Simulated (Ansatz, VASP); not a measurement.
One calculation of PbS, two programs

```xyz
4
Lattice="5.9556 0.0000 0.0000 0.0000 2.9685 2.9685 0.0000 -2.9685 2.9685" Properties=species:S:1:pos:R:3 pbc="T T T"
Pb    4.4661   -1.4843    3.0310
Pb    1.4895    1.4843    3.0310
S     4.4647    1.4843    3.0308
S     1.4909   -1.4843    3.0308
```

Alike in both runs: task single point; functional PBE; k mesh 4 × 6 × 6; occupations fermi-dirac, width 0.02 eV; non-collinear spin, spin-orbit coupling.

|  | VASP | Ansatz |
| --- | --- | --- |
| version | VASP 6.6.1 | Ansatz 0.2.0 |
| potentials or method | VASP PAW PBE potentials, release 64 (Pb_d, S) | plane waves, PAW |
| plane-wave cutoff (eV) | 520 | 420 |
| valence electrons in the cell | 40 | 40 |

Ansatz gave:

```
pressure (GPa)                                                : 1.3
traceless stress, the component that is largest in VASP (GPa) : 0.06
net moment per atom (μB)                                      : 0.00
```

Q: Which values does VASP return?

A: Pressure (GPa): 1.5; traceless stress, the component that is largest in VASP (GPa): 0.04; net moment per atom (μB): 0.00.

The functional is the same, so the differences come from potentials, cutoffs and numerics.
